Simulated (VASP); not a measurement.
# AlNi (AlNi (110), 2 layers) in VASP: relaxation of the atoms with PBE

Aim: the relaxation of the atoms of AlNi (AlNi (110), 2 layers) with PBE.

Everything below comes from runs of VASP 6.6.1. Logs are shortened: lines on timing, memory, paths and dates and some standing lists are left out, and cuts for length are marked.

### Step 1. The cell of the first run

The cell holds a slab with vacuum, 4 atoms: a = 2.894 Å, b = 4.092 Å, c = 18.046 Å, α = 90.00°, β = 90.00°, γ = 90.00°.

### Step 2. Relaxation of the atoms, PBE

Contents of INCAR:

```
SYSTEM = AlNi
PREC = Accurate
ENCUT = 520
EDIFF = 1E-6
ISMEAR = -1
SIGMA = 0.1
LREAL = .False.
LASPH = .True.
NELM = 100
ALGO = Normal
ISIF = 2
LWAVE = .False.
LCHARG = .False.
LDIPOL = .True.
IDIPOL = 3
DIPOL = 0.5 0.5 0.500
GGA = PE
IBRION = 2
NSW = 32
EDIFFG = -0.01
```

Contents of KPOINTS:

```
regular mesh
0
Gamma
  13 9 1
  0 0 0
```

Contents of POSCAR:

```
AlNi
1.0
    2.8935740570      0.0000000000      0.0000000000
    0.0000000000      4.0921316751      0.0000000000
    0.0000000000      0.0000000000     18.0461000000
Ni Al
2 2
Direct
    0.7500000000      0.0000000000      0.4478895391
    0.7500000000      0.5000000000      0.5521103655
    0.2500000000      0.5000000000      0.4403235564
    0.2500000000      0.0000000000      0.5596765390
```

Potentials or basis: VASP PAW PBE potentials, release 64 (Ni, Al).

Started as:

```sh
$ cat potpaw_PBE.64/Ni/POTCAR potpaw_PBE.64/Al/POTCAR > POTCAR
$ mpirun -np 1 vasp_std > vasp.out
```

OUTCAR:

```text
SYSTEM = AlNi
   PREC = Accurate
   ENCUT = 520
   EDIFF = 1E-6
   ISMEAR = -1
   LREAL = .False.
   LASPH = .True.
   NELM = 100
   ISIF = 2
   GGA = PE
   IBRION = 2
   NSW = 32
   EDIFFG = -0.01

 ion  position               nearest neighbor table
   1  0.750  0.000  0.448-   4 2.48   4 2.48   3 2.51   3 2.51   3 2.51   3 2.51   2 2.78   2 2.78

   2  0.750  0.500  0.552-   3 2.48   3 2.48   4 2.51   4 2.51   4 2.51   4 2.51   1 2.78   1 2.78

   3  0.250  0.500  0.440-   2 2.48   2 2.48   1 2.51   1 2.51   1 2.51   1 2.51   4 2.97   4 2.97

   4  0.250  0.000  0.560-   1 2.48   1 2.48   2 2.51   2 2.51   2 2.51   2 2.51   3 2.97   3 2.97

  LATTYP: Found a simple orthorhombic cell.
 ALAT       =     2.8935740570
 B/A-ratio  =     1.4142135624
 C/A-ratio  =     6.2366124538

  Lattice vectors:

 A1 = (   2.8935740570,   0.0000000000,   0.0000000000)
 A2 = (   0.0000000000,   4.0921316751,   0.0000000000)
 A3 = (   0.0000000000,   0.0000000000,  18.0461000000)

Analysis of symmetry for initial positions (statically):
=====================================================================
 Subroutine PRICEL returns:
 Original cell was already a primitive cell.

 Routine SETGRP: Setting up the symmetry group for a
 simple orthorhombic supercell.

 Subroutine GETGRP returns: Found  8 space group operations
 (whereof  2 operations were pure point group operations)
 out of a pool of  8 trial point group operations.

The static configuration has the point symmetry C_1h.
 The point group associated with its full space group is D_2h.

Analysis of symmetry for dynamics (positions and initial velocities):
=====================================================================
 Subroutine PRICEL returns:
 Original cell was already a primitive cell.

 Routine SETGRP: Setting up the symmetry group for a
 simple orthorhombic supercell.

 Subroutine GETGRP returns: Found  8 space group operations
 (whereof  2 operations were pure point group operations)
 out of a pool of  8 trial point group operations.

The dynamic configuration has the point symmetry C_1h.
 The point group associated with its full space group is D_2h.

 Subroutine INISYM returns: Found  8 space group operations
 (whereof  2 operations are pure point group operations),
 and found     1 'primitive' translations

----------------------------------------------------------------------------------------

                                     Primitive cell

  volume of cell :     213.6818

  direct lattice vectors                    reciprocal lattice vectors
     2.893574057  0.000000000  0.000000000     0.345593367  0.000000000  0.000000000
     0.000000000  4.092131675  0.000000000     0.000000000  0.244371413  0.000000000
     0.000000000  0.000000000 18.046100000     0.000000000  0.000000000  0.055413635

  length of vectors
     2.893574057  4.092131675 18.046100000     0.345593367  0.244371413  0.055413635

  position of ions in fractional coordinates (direct lattice)
     0.750000000  0.000000000  0.447889539
     0.750000000  0.500000000  0.552110365
     0.250000000  0.500000000  0.440323556
     0.250000000  0.000000000  0.559676539

  ion indices of the primitive-cell ions
   primitive index   ion index
                 1           1
                 2           2
                 3           3
                 4           4

----------------------------------------------------------------------------------------

 KPOINTS: regular mesh

Automatic generation of k-mesh.
 Grid dimensions read from file:
 generate k-points for:   13    9    1

 Generating k-lattice:

  Cartesian coordinates                     Fractional coordinates (reciprocal lattice)
     0.026584105  0.000000000  0.000000000     0.076923077  0.000000000  0.000000000
     0.000000000  0.027152379  0.000000000     0.000000000  0.111111111  0.000000000
     0.000000000  0.000000000  0.055413635     0.000000000  0.000000000  1.000000000

  Length of vectors
     0.026584105  0.027152379  0.055413635

  Shift w.r.t. Gamma in fractional coordinates (k-lattice)
     0.000000000  0.000000000  0.000000000

 Subroutine IBZKPT returns following result:
 ===========================================

 Found     35 irreducible k-points:

 Following reciprocal coordinates:
            Coordinates               Weight
  0.000000  0.000000  0.000000      1.000000
  0.076923  0.000000  0.000000      2.000000
  0.153846  0.000000  0.000000      2.000000
  0.230769  0.000000  0.000000      2.000000
  0.307692  0.000000  0.000000      2.000000
  0.384615  0.000000  0.000000      2.000000
[... 16 lines left out ...]
  0.076923  0.333333  0.000000      4.000000
  0.153846  0.333333  0.000000      4.000000
 [... further k-points ...]
   k-points           NKPTS =     35   k-points in BZ     NKDIM =     35   number of bands    NBANDS=     17
   number of dos      NEDOS =    301   number of ions     NIONS =      4
   total plane-waves  NPLWV = 100800
   dimension x,y,z NGX =    24 NGY =   30 NGZ =  140
   dimension x,y,z NGXF=    48 NGYF=   60 NGZF=  280
   ions per type =               2   2
   NGX,Y,Z   is equivalent  to a cutoff of  13.79, 12.19, 12.90 a.u.
   NGXF,Y,Z  is equivalent  to a cutoff of  27.58, 24.38, 25.79 a.u.
 SYSTEM =  AlNi
   PREC   = accura    normal or accurate (medium, high low for compatibility)
   ISTART =      0    job   : 0-new  1-cont  2-samecut
   ICHARG =      2    charge: 1-file 2-atom 10-const
   ISPIN  =      1    spin polarized calculation?
   LNONCOLLINEAR =      F non collinear calculations
   LSORBIT =      F    spin-orbit coupling
   LASPH  =      T    aspherical Exc in radial PAW
   ENCUT  =  520.0 eV  38.22 Ry    6.18 a.u.   5.38  7.61 33.55*2*pi/ulx,y,z
   NELM   =    100;   NELMIN=  2; NELMDL= -5     # of ELM steps
   EDIFF  = 0.1E-05   stopping-criterion for ELM
   LREAL  =      F    real-space projection
   EDIFFG = -.1E-01   stopping-criterion for IOM
   NSW    =     32    number of steps for IOM
   IBRION =      2    ionic relax: 0-MD 1-quasi-New 2-CG
   NFREE  =      1    steps in history (QN), initial steepest desc. (CG)
   ISIF   =      2    stress and relaxation
   ISYM   =      2    0-nonsym 1-usesym 2-fastsym
   POTIM  = 0.5000    time-step for ionic-motion
   TEBEG  =    0.0;   TEEND  =   0.0 temperature during run
   PSTRESS=    0.0 pullay stress
   NELECT =      26.0000    total number of electrons
   NUPDOWN=      -1.0000    fix difference up-down
   EMIN   =  10.00;   EMAX   =-10.00  energy-range for DOS
   EFERMI =   0.00;   METHOD = LEGACY
   ISMEAR =    -1;   SIGMA  =   0.10  broadening in eV -4-tet -1-fermi 0-gaus
   EFERMI_NEDOS =   21; number of points for ismear=-14 and -15
   IALGO  =     38    algorithm
   IMIX   =      4    mixing-type and parameters
     AMIX     =   0.40;   BMIX     =  1.00
     AMIX_MAG =   1.60;   BMIX_MAG =  1.00
  volume/ion in A,a.u.               =      53.42       360.50
  Fermi-wavevector in a.u.,A,eV,Ry     =   0.811229  1.533000  8.953890  0.658092
  Thomas-Fermi vector in A             =   1.920550
   LORBIT       =      0    0 simple, 1 ext, 2 COOP (PROOUT), +10 PAW based schemes
   GGA     = PE    functional components
   LHFCALC =     F    Hartree Fock is set to
   AEXX    =    0.0000 exact exchange contribution
   IVDW    =     0    specifies the selected vdW correction
   LEPSILON=     F    determine dielectric tensor
   LRPA    =     F    only Hartree local field effects (RPA)
 conjugate gradient relaxation of ions
 non-spin polarized calculation
  energy-cutoff  :      520.00
  volume of cell :      213.68
 maximum number of plane-waves:      5795
 NGX is ok and might be reduce to    24
   NGX = 11   NGY = 15   NGZ = 67

 dipolmoment           0.000000      0.000000     -0.000000 electrons x Angstroem

 number of electron      26.0000006 magnetization

 dipolmoment           0.000000      0.000000      0.000001 electrons x Angstroem

 Free energy of the ion-electron system (eV)
  ---------------------------------------------------
  ext. energy  EPLUGINS =         0.00000000
  ---------------------------------------------------
  free energy    TOTEN  =       -18.71893152 eV

  energy without entropy =      -18.63085299  energy(sigma->0) =      -18.67489225

 E-fermi :  -1.4273     XC(G=0):  -3.8330

 val. band max:       -1.4640187373   @ k =   0.3846   0.4444   0.0000
 cond. band min:      -1.4204934517   @ k =   0.0769   0.2222   0.0000
 fundamental gap:      0.0435252856
 Fermi energy:        -1.4272860952

 k-point     1 :       0.0000    0.0000    0.0000
  band No.  band energies     occupation
      1     -10.6284      2.00000
      2      -7.2870      2.00000
      3      -4.2547      2.00000
      4      -4.0344      2.00000
      5      -3.9392      2.00000
      6      -2.9382      2.00000
[... 9 lines left out ...]
     16       1.7192      0.00000
     17       2.3604      0.00000

 k-point     2 :       0.0769    0.0000    0.0000
  band No.  band energies     occupation
      1     -10.5233      2.00000
      2      -7.1945      2.00000
      3      -4.1808      2.00000
      4      -4.0472      2.00000
      5      -3.9335      2.00000
      6      -3.0694      2.00000
[... 9 lines left out ...]
     16       1.8517      0.00000
     17       2.4483      0.00000

 k-point     3 :       0.1538    0.0000    0.0000
  band No.  band energies     occupation
      1     -10.2101      2.00000
      2      -6.9224      2.00000
      3      -4.1013      2.00000
      4      -3.9709      2.00000
      5      -3.9559      2.00000
      6      -3.2651      2.00000
[... 392 lines left out ...]
 k-point    23 :       0.0769    0.3333    0.0000
  band No.  band energies     occupation
      1      -9.5426      2.00000
      2      -7.0935      2.00000
      3      -5.8441      2.00000
      4      -4.2002      2.00000
      5      -3.5490      2.00000
      6      -3.4921      2.00000
[... 9 lines left out ...]
     16       2.1072      0.00000
     17       3.4010      0.00000

 k-point    24 :       0.1538    0.3333    0.0000
  band No.  band energies     occupation
      1      -9.2446      2.00000
      2      -6.8787      2.00000
      3      -5.5402      2.00000
      4      -4.0119      2.00000
      5      -3.5121      2.00000
      6      -3.4590      2.00000
[... 9 lines left out ...]
     16       2.3845      0.00000
     17       3.6769      0.00000

 [... further k-points ...]

------------------------ aborting loop because EDIFF is reached ----------------------------------------

 vacuum level on the upper side and lower side of the slab       (xc-potential included)        -0.105        -0.105

  FORCE on cell =-STRESS in cart. coord.  units (eV):
  Direction    XX          YY          ZZ          XY          YZ          ZX
  --------------------------------------------------------------------------------------
  -------------------------------------------------------------------------------------
  Total       -4.8296707     -3.6043585      0.0095726      0.0000000      0.0000000      0.0000000
  in kB      -36.2126693    -27.0253294      0.0717752      0.0000000      0.0000000      0.0000000
  external PRESSURE =     -21.0554078 kB  Pullay stress =       0.0000000 kB

 VOLUME and BASIS-vectors are now :
 -----------------------------------------------------------------------------
  energy-cutoff  :      520.00
  volume of cell :      213.68
      direct lattice vectors                 reciprocal lattice vectors
     2.893574057  0.000000000  0.000000000     0.345593367  0.000000000  0.000000000
     0.000000000  4.092131675  0.000000000     0.000000000  0.244371413  0.000000000
     0.000000000  0.000000000 18.046100000     0.000000000  0.000000000  0.055413635

 POSITION                                       TOTAL-FORCE (eV/Angst)
 -----------------------------------------------------------------------------------
      2.17018      0.00000      8.08266         0.000000      0.000000     -0.009542
      2.17018      2.04607      9.96344         0.000000     -0.000000      0.009542
      0.72339      2.04607      7.94612         0.000000     -0.000000      0.004045
      0.72339      0.00000     10.09998         0.000000     -0.000000     -0.004045
 -----------------------------------------------------------------------------------
    total drift:                                0.000000      0.000000      0.000367

  FREE ENERGIE OF THE ION-ELECTRON SYSTEM (eV)
  ---------------------------------------------------
  free  energy   TOTEN  =       -18.7189315171 eV

  energy  without entropy=      -18.6308529910  energy(sigma->0) =      -18.67489225

 reached required accuracy - stopping structural energy minimisation

 vacuum level on the upper side and lower side of the slab         3.247         3.247
```

Wall time 4.5 min (1 thread of Oxide Virtual Turin-like, shared host); peak memory 0.34 GiB.

What came out:

```
Free energy                  : -18.7189 eV
Largest force after relaxing : 0.010 eV/Å
Band gap on the k mesh       : zero (band 13 reaches -0.49 eV, above the bottom of band 14 at -2.11 eV)
```

Forces on the atoms (eV/Å):
```
Ni   0.000  0.000 -0.010
Ni   0.000  0.000  0.010
Al   0.000  0.000  0.004
Al   0.000  0.000 -0.004
```

Final structure:
```
Ni Al
1.0
     2.89357    0.00000    0.00000
     0.00000    4.09213    0.00000
     0.00000    0.00000   18.04610
Ni Al
2 2
Cartesian
  2.1702 0.0000 8.0827
  2.1702 2.0461 9.9634
  0.7234 2.0461 7.9461
  0.7234 0.0000 10.1000
```

Levels at points of the mesh, in eV from the Fermi level:
| k point | band 9 | band 10 | band 11 | band 12 | band 13 | band 14 | band 15 | band 16 | band 17 |
| --- | --- | --- | --- | --- | --- | --- | --- | --- | --- |
| (0.00, 0.00, 0.00) | -1.20 | -1.19 | -1.16 | -1.02 | -0.95 | -0.41 | 2.96 | 3.15 | 3.79 |

Caveat: the relaxation stopped at its first step, so nothing moved. Spin polarisation is off, so any magnetic state and its effect on volume and gap are missing.
